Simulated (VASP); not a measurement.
# Al in VASP: further runs

Runs on Al. Level: PBE. Tasks: single point.

Everything below comes from runs of VASP 6.6.1. Logs are shortened: lines on timing, memory, paths and dates and some standing lists are left out, and cuts for length are marked.

**1. The cell of the first run**

Symmetry: Fm-3m, No. 225, cubic system. The conventional cell has a = 4.040 Å, b = 4.040 Å, c = 4.040 Å, α = 90.00°, β = 90.00°, γ = 90.00°. Within 3.8 Å of Al (site symmetry m-3m) lie 12 Al at 2.86 Å.

**2. Single point, PBE**

The input, INCAR:

```
PREC = Accurate
ENCUT = 500
EDIFF = 1E-6
ISMEAR = 0
SIGMA = 0.1
LREAL = F
LASPH = T
NELM = 120
ALGO = Normal
ISIF = 2
LWAVE = F
LCHARG = T
GGA = PE
LELF = T
LVHAR = T
NBANDS = 8
GGA_COMPAT = F
```

The input, KPOINTS:

```
regular mesh
0
Gamma
  24 24 24
```

The input, POSCAR:

```
Al
1.0
    0.0000000000      2.0199503655      2.0199503655
    2.0199503655      0.0000000000      2.0199503655
    2.0199503655      2.0199503655      0.0000000000
Al
1
Direct
    0.5000000000      0.5000000000      0.5000000000
```

Potentials or basis: VASP PAW PBE potentials, release 64 (Al).

Started as:

```sh
> cat potpaw_PBE.64/Al/POTCAR > POTCAR
> mpirun -np 1 vasp_std > vasp.out
```

OUTCAR:

```text
PREC = Accurate
   ENCUT = 500
   EDIFF = 1E-6
   ISMEAR = 0
   LREAL = F
   LASPH = T
   NELM = 120
   ISIF = 2
   GGA = PE

 ion  position               nearest neighbor table
   1  0.500  0.500  0.500-

  LATTYP: Found a face centered cubic cell.
 ALAT       =     4.0399007310

  Lattice vectors:

 A1 = (   0.0000000000,   2.0199503655,   2.0199503655)
 A2 = (   2.0199503655,   0.0000000000,   2.0199503655)
 A3 = (   2.0199503655,   2.0199503655,   0.0000000000)

Analysis of symmetry for initial positions (statically):
=====================================================================
 Subroutine PRICEL returns:
 Original cell was already a primitive cell.

 Routine SETGRP: Setting up the symmetry group for a
 face centered cubic supercell.

 Subroutine GETGRP returns: Found 48 space group operations
 (whereof 48 operations were pure point group operations)
 out of a pool of 48 trial point group operations.

The static configuration has the point symmetry O_h .

Analysis of symmetry for dynamics (positions and initial velocities):
=====================================================================
 Subroutine PRICEL returns:
 Original cell was already a primitive cell.

 Routine SETGRP: Setting up the symmetry group for a
 face centered cubic supercell.

 Subroutine GETGRP returns: Found 48 space group operations
 (whereof 48 operations were pure point group operations)
 out of a pool of 48 trial point group operations.

The dynamic configuration has the point symmetry O_h .

 Subroutine INISYM returns: Found 48 space group operations
 (whereof 48 operations are pure point group operations),
 and found     1 'primitive' translations

----------------------------------------------------------------------------------------

                                     Primitive cell

  volume of cell :      16.4836

  direct lattice vectors                    reciprocal lattice vectors
     0.000000000  2.019950366  2.019950366    -0.247530835  0.247530835  0.247530835
     2.019950366  0.000000000  2.019950366     0.247530835 -0.247530835  0.247530835
     2.019950366  2.019950366  0.000000000     0.247530835  0.247530835 -0.247530835

  length of vectors
     2.856641202  2.856641202  2.856641202     0.428735982  0.428735982  0.428735982

  position of ions in fractional coordinates (direct lattice)
     0.500000000  0.500000000  0.500000000

  ion indices of the primitive-cell ions
   primitive index   ion index
                 1           1

----------------------------------------------------------------------------------------

 KPOINTS: regular mesh

Automatic generation of k-mesh.
 Grid dimensions read from file:
 generate k-points for:   24   24   24

 Generating k-lattice:

  Cartesian coordinates                     Fractional coordinates (reciprocal lattice)
    -0.010313785  0.010313785  0.010313785     0.041666667  0.000000000  0.000000000
     0.010313785 -0.010313785  0.010313785     0.000000000  0.041666667  0.000000000
     0.010313785  0.010313785 -0.010313785     0.000000000  0.000000000  0.041666667

  Length of vectors
     0.017863999  0.017863999  0.017863999

  Shift w.r.t. Gamma in fractional coordinates (k-lattice)
     0.000000000  0.000000000  0.000000000

 Subroutine IBZKPT returns following result:
 ===========================================

 Found    413 irreducible k-points:

 Following reciprocal coordinates:
            Coordinates               Weight
  0.000000  0.000000  0.000000      1.000000
  0.041667  0.000000  0.000000      8.000000
  0.083333  0.000000  0.000000      8.000000
  0.125000  0.000000  0.000000      8.000000
  0.166667  0.000000  0.000000      8.000000
  0.208333  0.000000  0.000000      8.000000
[... 16 lines left out ...]
  0.416667  0.041667  0.000000     24.000000
  0.458333  0.041667  0.000000     24.000000
 [... further k-points ...]
   k-points           NKPTS =    413   k-points in BZ     NKDIM =    413   number of bands    NBANDS=      8
   number of dos      NEDOS =    301   number of ions     NIONS =      1
   total plane-waves  NPLWV =  13824
   dimension x,y,z NGX =    24 NGY =   24 NGZ =   24
   dimension x,y,z NGXF=    48 NGYF=   48 NGZF=   48
   ions per type =               1
   NGX,Y,Z   is equivalent  to a cutoff of  13.97, 13.97, 13.97 a.u.
   NGXF,Y,Z  is equivalent  to a cutoff of  27.93, 27.93, 27.93 a.u.
 SYSTEM =  unknown system
   PREC   = accura    normal or accurate (medium, high low for compatibility)
   ISTART =      0    job   : 0-new  1-cont  2-samecut
   ICHARG =      2    charge: 1-file 2-atom 10-const
   ISPIN  =      1    spin polarized calculation?
   LNONCOLLINEAR =      F non collinear calculations
   LSORBIT =      F    spin-orbit coupling
   LASPH  =      T    aspherical Exc in radial PAW
   ENCUT  =  500.0 eV  36.75 Ry    6.06 a.u.   5.21  5.21  5.21*2*pi/ulx,y,z
   NELM   =    120;   NELMIN=  2; NELMDL= -5     # of ELM steps
   EDIFF  = 0.1E-05   stopping-criterion for ELM
   LREAL  =      F    real-space projection
   EDIFFG = 0.1E-04   stopping-criterion for IOM
   NSW    =      0    number of steps for IOM
   IBRION =     -1    ionic relax: 0-MD 1-quasi-New 2-CG
   NFREE  =      0    steps in history (QN), initial steepest desc. (CG)
   ISIF   =      2    stress and relaxation
   ISYM   =      2    0-nonsym 1-usesym 2-fastsym
   POTIM  = 0.5000    time-step for ionic-motion
   TEBEG  =    0.0;   TEEND  =   0.0 temperature during run
   PSTRESS=    0.0 pullay stress
   NELECT =       3.0000    total number of electrons
   NUPDOWN=      -1.0000    fix difference up-down
   EMIN   =  10.00;   EMAX   =-10.00  energy-range for DOS
   EFERMI =   0.00;   METHOD = LEGACY
   ISMEAR =     0;   SIGMA  =   0.10  broadening in eV -4-tet -1-fermi 0-gaus
   EFERMI_NEDOS =   21; number of points for ismear=-14 and -15
   IALGO  =     38    algorithm
   IMIX   =      4    mixing-type and parameters
     AMIX     =   0.40;   BMIX     =  1.00
     AMIX_MAG =   1.60;   BMIX_MAG =  1.00
  volume/ion in A,a.u.               =      16.48       111.24
  Fermi-wavevector in a.u.,A,eV,Ry     =   0.927751  1.753194 11.710821  0.860721
  Thomas-Fermi vector in A             =   2.053854
   LORBIT       =      0    0 simple, 1 ext, 2 COOP (PROOUT), +10 PAW based schemes
   GGA     = PE    functional components
   LHFCALC =     F    Hartree Fock is set to
   AEXX    =    0.0000 exact exchange contribution
   IVDW    =     0    specifies the selected vdW correction
   LEPSILON=     F    determine dielectric tensor
   LRPA    =     F    only Hartree local field effects (RPA)
 non-spin polarized calculation
 Gauss-broadening in eV      SIGMA  =   0.10
  energy-cutoff  :      500.00
  volume of cell :       16.48
 maximum number of plane-waves:       444
 NGX is ok and might be reduce to    24
   NGX = 11   NGY = 11   NGZ = 11

 number of electron       3.0000000 magnetization

 Free energy of the ion-electron system (eV)
  ---------------------------------------------------
  ext. energy  EPLUGINS =         0.00000000
  ---------------------------------------------------
  free energy    TOTEN  =        -3.74538787 eV

  energy without entropy =       -3.74294067  energy(sigma->0) =       -3.74416427

 E-fermi :   8.0197     XC(G=0): -10.2004

 val. band max:        7.9918663800   @ k =  -0.3333   0.3750   0.0417
 cond. band min:       8.0316176318   @ k =  -0.2917   0.4583   0.1667
 fundamental gap:      0.0397512519
 Fermi energy:         8.0197069486

 k-point     1 :       0.0000    0.0000    0.0000
  band No.  band energies     occupation
      1      -3.1310      2.00000
      2      20.6350      0.00000
      3      20.6350      0.00000
      4      20.6350      0.00000
      5      22.1342      0.00000
      6      22.1342      0.00000
      7      22.1342      0.00000
      8      24.4832      0.00000

 k-point     2 :       0.0417    0.0000    0.0000
  band No.  band energies     occupation
      1      -3.0838      2.00000
      2      19.6368      0.00000
      3      20.4417      0.00000
      4      20.4417      0.00000
      5      22.4015      0.00000
      6      22.4015      0.00000
      7      22.5920      0.00000
      8      24.9897      0.00000

 k-point     3 :       0.0833    0.0000    0.0000
  band No.  band energies     occupation
      1      -2.9421      2.00000
      2      18.0195      0.00000
      3      20.0673      0.00000
      4      20.0673      0.00000
      5      22.7940      0.00000
      6      22.9908      0.00000
      7      22.9908      0.00000
      8      26.3081      0.00000

 k-point     4 :       0.1250    0.0000    0.0000
  band No.  band energies     occupation
      1      -2.7064      2.00000
      2      16.3305      0.00000
      3      19.6918      0.00000
      4      19.6918      0.00000
      5      22.7375      0.00000
      6      23.6768      0.00000
      7      23.6768      0.00000
      8      25.6844      0.00000

 k-point     5 :       0.1667    0.0000    0.0000
  band No.  band energies     occupation
      1      -2.3771      2.00000
      2      14.6559      0.00000
      3      19.3672      0.00000
      4      19.3672      0.00000
      5      22.6073      0.00000
      6      24.0533      0.00000
      7      24.0533      0.00000
      8      25.2924      0.00000

 k-point     6 :       0.2083    0.0000    0.0000
  band No.  band energies     occupation
      1      -1.9548      2.00000
      2      13.0250      0.00000
      3      19.1097      0.00000
      4      19.1097      0.00000
      5      22.4746      0.00000
      6      23.5258      0.00000
      7      23.5258      0.00000
      8      25.9222      0.00000

 k-point     7 :       0.2500    0.0000    0.0000
  band No.  band energies     occupation
      1      -1.4403      2.00000
      2      11.4516      0.00000
      3      18.9254      0.00000
      4      18.9254      0.00000
      5      22.3749      0.00000
      6      22.7773      0.00000
      7      22.7773      0.00000
      8      26.7836      0.00000

 k-point     8 :       0.2917    0.0000    0.0000
  band No.  band energies     occupation
      1      -0.8347      2.00000
      2       9.9436      0.00000
      3      18.8172      0.00000
      4      18.8172      0.00000
      5      22.0496      0.00000
      6      22.0496      0.00000
      7      22.3291      0.00000
      8      26.0480      0.00000

 k-point     9 :       0.3333    0.0000    0.0000
  band No.  band energies     occupation
      1      -0.1390      2.00000
      2       8.5062      0.00000
      3      18.7865      0.00000
      4      18.7865      0.00000
      5      21.3814      0.00000
      6      21.3814      0.00000
      7      22.3501      0.00000
      8      25.3551      0.00000

 k-point    10 :       0.3750    0.0000    0.0000
  band No.  band energies     occupation
      1       0.6454      2.00000
      2       7.1431      2.00000
      3      18.8343      0.00000
      4      18.8343      0.00000
      5      20.7840      0.00000
      6      20.7840      0.00000
      7      22.4460      0.00000
      8      24.7184      0.00000
[... 78 lines left out ...]
 k-point    18 :       0.2083    0.0417    0.0000
  band No.  band energies     occupation
      1      -2.0641      2.00000
      2      13.5934      0.00000
      3      18.3730      0.00000
      4      19.5198      0.00000
      5      22.6607      0.00000
      6      23.1137      0.00000
      7      24.5221      0.00000
      8      24.5865      0.00000

 k-point    19 :       0.2500    0.0417    0.0000
  band No.  band energies     occupation
      1      -1.5804      2.00000
      2      12.0029      0.00000
      3      18.1570      0.00000
      4      19.3274      0.00000
      5      21.9060      0.00000
      6      22.9703      0.00000
      7      23.8898      0.00000
      8      25.4411      0.00000

 k-point    20 :       0.2917    0.0417    0.0000
  band No.  band energies     occupation
      1      -1.0052      2.00000
      2      10.4744      0.00000
      3      18.0188      0.00000
      4      19.2029      0.00000
      5      21.1445      0.00000
      6      22.9007      0.00000
      7      23.1658      0.00000
      8      26.2470      0.00000

 k-point    21 :       0.3333    0.0417    0.0000
  band No.  band energies     occupation
      1      -0.3396      2.00000
      2       9.0144      0.00000
      3      17.9593      0.00000
      4      19.1528      0.00000
      5      20.4411      0.00000
      6      22.4865      0.00000
      7      22.8967      0.00000
      8      25.8805      0.00000

 k-point    22 :       0.3750    0.0417    0.0000
  band No.  band energies     occupation
      1       0.4151      2.00000
      2       7.6272      2.00000
      3      17.9790      0.00000
      4      19.1798      0.00000
      5      19.8093      0.00000
      6      21.8715      0.00000
      7      22.9647      0.00000
      8      25.2651      0.00000

 k-point    23 :       0.4167    0.0417    0.0000
  band No.  band energies     occupation
      1       1.2575      2.00000
      2       6.3161      2.00000
      3      18.0782      0.00000
      4      19.2451      0.00000
      5      19.2948      0.00000
      6      21.3284      0.00000
      7      23.1097      0.00000
      8      24.6872      0.00000

 k-point    24 :       0.4583    0.0417    0.0000
  band No.  band energies     occupation
      1       2.1855      2.00000
      2       5.0844      2.00000
      3      18.2572      0.00000
      4      18.7759      0.00000
      5      19.4734      0.00000
      6      20.8611      0.00000
      7      23.3342      0.00000
      8      24.1734      0.00000

 [... further k-points ...]
[... 5 lines left out ...]
  --------------------------------------------------------------------------------------
  -------------------------------------------------------------------------------------
  Total       -0.0047823     -0.0047823     -0.0047823     -0.0000000      0.0000000     -0.0000000
  in kB       -0.4648296     -0.4648296     -0.4648296     -0.0000000      0.0000000     -0.0000000
  external PRESSURE =      -0.4648296 kB  Pullay stress =       0.0000000 kB

 VOLUME and BASIS-vectors are now :
 -----------------------------------------------------------------------------
  energy-cutoff  :      500.00
  volume of cell :       16.48
      direct lattice vectors                 reciprocal lattice vectors
     0.000000000  2.019950366  2.019950366    -0.247530835  0.247530835  0.247530835
     2.019950366  0.000000000  2.019950366     0.247530835 -0.247530835  0.247530835
     2.019950366  2.019950366  0.000000000     0.247530835  0.247530835 -0.247530835

 POSITION                                       TOTAL-FORCE (eV/Angst)
 -----------------------------------------------------------------------------------
      2.01995      2.01995      2.01995        -0.000000     -0.000000     -0.000000
 -----------------------------------------------------------------------------------
    total drift:                               -0.000000      0.000000      0.000000

  FREE ENERGIE OF THE ION-ELECTRON SYSTEM (eV)
  ---------------------------------------------------
  free  energy   TOTEN  =        -3.7453878738 eV

  energy  without entropy=       -3.7429406660  energy(sigma->0) =       -3.74416427
```

Wall time 57 s (1 thread of AMD EPYC 7R43 (Zen 3), shared host); peak memory 0.13 GiB.

What came out:

* Free energy: -3.7454 eV
* Pressure: 0.0 GPa

[end of part 1 of 2]
